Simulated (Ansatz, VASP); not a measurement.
**SnO2: VASP beside Ansatz**

File INCAR:

```
SYSTEM = SnO2
PREC = Accurate
ENCUT = 520
EDIFF = 1E-7
ISMEAR = 0
SIGMA = 0.05
LREAL = .False.
LASPH = .True.
NELM = 100
ALGO = Normal
ISIF = 2
LWAVE = .False.
LCHARG = .False.
GGA = PE
NBANDS = 20
```

The input KPOINTS:

```
Automatic mesh
0
Gamma
  12 12 12
  0 0 0
```

The input POSCAR:

```
SnO2
1.0
    1.5763469202      0.9101043187      4.7952989919
   -1.5763469202      0.9101043187      4.7952989919
    0.0000000000     -1.8202086374      4.7952989919
Sn O
1 2
Direct
    0.5098364945      0.4901635055      0.5000000000
    0.1983900727      0.2713752757      0.2348826742
    0.7286247243      0.8016099273      0.7651173258
```

Input for Ansatz:

```yaml
crystal:
  lattice:
    - [1.5763469202, 0.9101043187, 4.7952989919]
    - [-1.5763469202, 0.9101043187, 4.7952989919]
    - [0.0, -1.8202086374, 4.7952989919]
  atoms:
    - { symbol: Sn, position: [0.5098364945, 0.4901635055, 0.5] }
    - { symbol: O, position: [0.1983900727, 0.2713752757, 0.2348826742] }
    - { symbol: O, position: [0.7286247243, 0.8016099273, 0.7651173258] }
basis:
  ecutwfc: 520.0
kpoints:
  mp_grid: { grid: [12, 12, 12] }
hamiltonian:
  xc: pbe
  pseudopotentials: { kind: paw, azcp: { folder: soft_1 } }
scf:
  occupations: { method: gaussian, width: 0.05 }
output:
  forces: true
  stress: true
  eigenvalues: true
```

Change from the starting cell: mode 4 frozen in at -0.118 Å, equal normal strain along x, y and z -0.0250.

Alike in both runs: task single point; functional PBE; k mesh 12 × 12 × 12; occupations gaussian, width 0.05 eV; no spin polarisation.

```csv
,VASP,Ansatz
version,VASP 6.6.1,Ansatz 0.2.0
potentials or method,"VASP PAW PBE potentials, release 64 (Sn_d, O), cutoff 520 eV","scalar-relativistic, plane waves, PAW"
valence electrons in the cell,26,26
```

```csv
,VASP,Ansatz,Ansatz less VASP
gap on the k mesh at the Fermi level (eV),2.50,2.52,+0.022
least direct gap on the mesh (eV),2.73,2.75,+0.016
pressure (GPa),16.1,15.4,-0.77
"traceless stress, the component that is largest in VASP (GPa)",-5.88,-5.44,+0.442
rms of the force components (eV/Å),1.362,1.325,-0.0371
```

Atom by atom the forces differ by 0.042 eV/Å (rms over components). The functional is the same, so the differences come from potentials, cutoffs and numerics.
